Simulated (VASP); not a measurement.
A run of VASP 6.6.1 is set up as follows.

File INCAR:

```
  PREC = Accurate
  ENCUT = 520
  EDIFF = 1E-6
  ISMEAR = 0
  SIGMA = 0.05
  LREAL = False
  LASPH = True
  NELM = 150
  ALGO = Normal
  ISIF = 2
  LWAVE = False
  LCHARG = False
  ISPIN = 2
  MAGMOM = 0 0 0 0
  LORBIT = 11
  LMAXMIX = 4
  LDAU = True
  LDAUTYPE = 2
  LDAUL = -1 2
  LDAUU = 0 4
  LDAUJ = 0 0
  LDAUPRINT = 1
  GGA = PE
  NBANDS = 30
  ISYM = 0
```

The input KPOINTS:

```
Automatic mesh
0
Gamma
  4 5 6
```

Contents of POSCAR:

```
CuI
1.0
   -3.0750000000     -3.0750000000     -6.1500000000
    3.0750000000     -3.0750000000      0.0000000000
   -3.0750000000     -3.0750000000      0.0000000000
I Cu
2 2
Direct
    0.7500000000      0.5000000000      0.2500000000
    0.2500000000      0.0000000000      0.2500000000
    0.0000000000      0.0000000000      0.0000000000
    0.5000000000      0.5000000000      0.0000000000
```

Potentials or basis: VASP PAW PBE potentials, release 64 (I, Cu).

Run with:

```bash
$ cat potpaw_PBE.64/I/POTCAR potpaw_PBE.64/Cu/POTCAR > POTCAR
$ mpirun -np 1 vasp_std > vasp.out
```

**Question.** Predict the pressure.

**Answer.** -0.7 GPa.

**Question.** Estimate the band gap on the k mesh.

**Answer.** 1.68 eV.

**Question.** What does it give for the net moment?

**Answer.** 0.00 μB per cell.

Eigenvalues of the final occupation matrices:
```
    site  spin  trace               eigenvalues
site 3 d     1   4.74  0.94 0.94 0.95 0.95 0.95
site 3 d     2   4.74  0.94 0.94 0.95 0.95 0.95
site 4 d     1   4.74  0.94 0.94 0.95 0.95 0.95
site 4 d     2   4.74  0.94 0.94 0.95 0.95 0.95
```

Caveat: spin-orbit coupling is left out, which moves the levels of the heavy elements.
